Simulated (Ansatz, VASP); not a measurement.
## Two plane-wave programs on CdS

```
Cd S
1.0
     0.00000    2.89513    2.89513
     2.89513    0.00000    2.89513
     2.89513    2.89513    0.00000
Cd S
1 1
Direct
  0.00000 0.00000 0.00000
  0.25000 0.25000 0.25000
```

Change from the starting cell: hydrostatic strain -1.5%.

Alike in both runs: task single point; functional PBE; k mesh 8 × 8 × 8; occupations fermi-dirac, width 0.02 eV; no spin polarisation.

```csv
,VASP,Ansatz
version,VASP 6.6.1,Ansatz 0.2.0
potentials or method,"VASP PAW PBE potentials, release 64 (Cd, S)","plane waves, PAW"
plane-wave cutoff (eV),520,420
valence electrons in the cell,18,26
```

Ansatz gave:

- gap on the k mesh at the Fermi level (eV): 1.19
- pressure (GPa): 4.4

Task: Estimate VASP's values.

Result: gap on the k mesh at the Fermi level (eV): 1.20; pressure (GPa): 4.8.

The functional is the same, so the differences come from potentials, cutoffs and numerics. VASP's potentials hold 18 valence electrons a cell and Ansatz's 26, so a difference there can come from the potentials and not from the codes.
